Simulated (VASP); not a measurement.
A run of VASP 6.6.1 is set up as follows.

The input INCAR:

```
SYSTEM = SiO2
PREC = Accurate ; ENCUT = 600
EDIFF = 1E-6 ; ISMEAR = -1
SIGMA = 0.02 ; LREAL = .False.
LASPH = .True. ; NELM = 100
ALGO = Normal ; ISIF = 3
LWAVE = .False. ; LCHARG = .False.
GGA = PS ; IBRION = 2
NSW = 80 ; EDIFFG = -0.005
```

KPOINTS

```
Automatic mesh
0
Gamma
  6 6 4
  0 0 0
```

File POSCAR:

```
SiO2
1.0
    5.1053779127      0.0000000000      0.0000000000
   -2.5526889563      4.4213869683      0.0000000000
    0.0000000000      0.0000000000      5.5850468334
Si O
3 6
Direct
    0.0000000000      0.5000000000      0.3333333333
    0.5000000000      0.5000000000      0.6666666667
    0.5000000000      0.0000000000      0.0000000000
    0.5839605947      0.7919802973      0.8333333333
    0.7919802973      0.5839605947      0.5000000000
    0.7919802973      0.2080197027      0.1666666667
    0.4160394053      0.2080197027      0.8333333333
    0.2080197027      0.4160394053      0.5000000000
    0.2080197027      0.7919802973      0.1666666667
```

Potentials or basis: VASP PAW PBE potentials, release 64 (Si, O).

Command:

```bash
$ cat potpaw_PBE.64/Si/POTCAR potpaw_PBE.64/O/POTCAR > POTCAR
$ mpirun -np 1 vasp_std > vasp.out
```

(1) Estimate the space group after relaxing (to 0.1 Å).

(2) What does it give for the relaxed cell?

Results:

(1) P6_422 (No. 181).

(2) a = 5.083 Å, b = 5.083 Å, c = 5.563 Å, α = 90.00°, β = 90.00°, γ = 120.00°.
